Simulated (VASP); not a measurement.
Input of a VASP 6.6.1 run:

Contents of INCAR:

```
  ALGO = Normal
  EDIFF = 1E-7
  ENCUT = 520
  GGA = PE
  ISIF = 2
  ISMEAR = 0
  LASPH = True
  LCHARG = False
  LREAL = False
  LWAVE = False
  NBANDS = 36
  NELM = 80
  PREC = Accurate
  SIGMA = 0.05
```

File KPOINTS:

```
k-points
0
Gamma
  12 12 2
```

File POSCAR:

```
C
1.0
    2.3441000000      0.0000000000      0.0000000000
   -1.1720500000      2.0300501490      0.0000000000
    0.0000000000      0.0000000000     11.8077000000
C
12
Direct
    0.0000000000      0.0000000000      0.1868593266
    0.0000000000      0.0000000000      0.6868593266
    0.0000000000      0.0000000000      0.3131406734
    0.0000000000      0.0000000000      0.8131406734
    0.3333333333      0.6666666667      0.5207665411
    0.6666666667      0.3333333333      0.0207665411
    0.3333333333      0.6666666667      0.9792334589
    0.6666666667      0.3333333333      0.4792334589
    0.3333333333      0.6666666667      0.6450950823
    0.6666666667      0.3333333333      0.1450950823
    0.3333333333      0.6666666667      0.8549049177
    0.6666666667      0.3333333333      0.3549049177
```

Potentials or basis: VASP PAW PBE potentials, release 64 (C).

Launch:

```console
$ cat potpaw_PBE.64/C/POTCAR > POTCAR
$ mpirun -np 1 vasp_std > vasp.out
```

Task: Estimate the pressure.

Result: 123.5 GPa.

Task: What does it give for the largest force?

Result: 0.513 eV/Å.

Task: What does it give for the band gap on the k mesh?

Result: 5.05 eV (least direct gap 5.43 eV).

Forces on the atoms (eV/Å):
```
C    0.000  0.000  0.513
C    0.000  0.000  0.513
C    0.000  0.000 -0.513
C    0.000  0.000 -0.513
C    0.000  0.000  0.380
C    0.000  0.000  0.380
C    0.000  0.000 -0.380
C    0.000  0.000 -0.380
C    0.000  0.000 -0.380
C    0.000  0.000 -0.380
C    0.000  0.000  0.380
C    0.000  0.000  0.380
```

Caveat: the stress differs along the axes, from 98 to 136 GPa. A k mesh can miss the band edges.
